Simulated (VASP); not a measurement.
Write the native input for VASP 6.6.1 that does the following.

* Task: single point
* Functional: PBE
* Potentials or basis: VASP PAW PBE potentials, release 64 (Al, N)
* Cutoff: 520 eV
* k mesh: 12 × 12 × 6
* Occupations: gaussian, width 0.05 eV
* Spin: no spin polarisation
* Dipole correction: no
* Further INCAR settings: ALGO = Normal; EDIFF = 1e-07; NBANDS = 16

The structure of AlN lies in POSCAR:

```
AlN
1.0
    3.2554491453      0.0000000000      0.0000000000
   -1.6277245727      2.8193016605      0.0000000000
    0.0000000000      0.0000000000      5.0179796546
Al N
2 2
Direct
    0.3333333333      0.6666666667      0.0017287175
    0.6666666667      0.3333333333      0.5017287175
    0.3333333333      0.6666666667      0.3832712825
    0.6666666667      0.3333333333      0.8832712825
```

This cell differs from its parent crystal: strain +0.040 along x and y, +0.000 along z.

The input as run:

INCAR

```
ALGO = Normal
EDIFF = 1E-7
ENCUT = 520
GGA = PE
ISIF = 2
ISMEAR = 0
LASPH = True
LCHARG = False
LREAL = False
LWAVE = False
NBANDS = 16
NELM = 60
PREC = Accurate
SIGMA = 0.05
```

KPOINTS

```
k-points
0
Gamma
  12 12 6
```

Potentials or basis: VASP PAW PBE potentials, release 64 (Al, N).

Run with:

```bash
$ cat potpaw_PBE.64/Al/POTCAR potpaw_PBE.64/N/POTCAR > POTCAR
$ mpirun -np 1 vasp_std > vasp.out
```

It gave:

```
Pressure               : -13.2 GPa
Largest force          : 0.293 eV/Å
Band gap on the k mesh : 3.29 eV
```

Caveat: the cell differs from its parent crystal (strain +0.040 along x and y, +0.000 along z); the cell stands under tension.

It took 68 s on 1 thread of Intel Xeon 8259CL, on a shared host, peak memory 0.18 GiB.
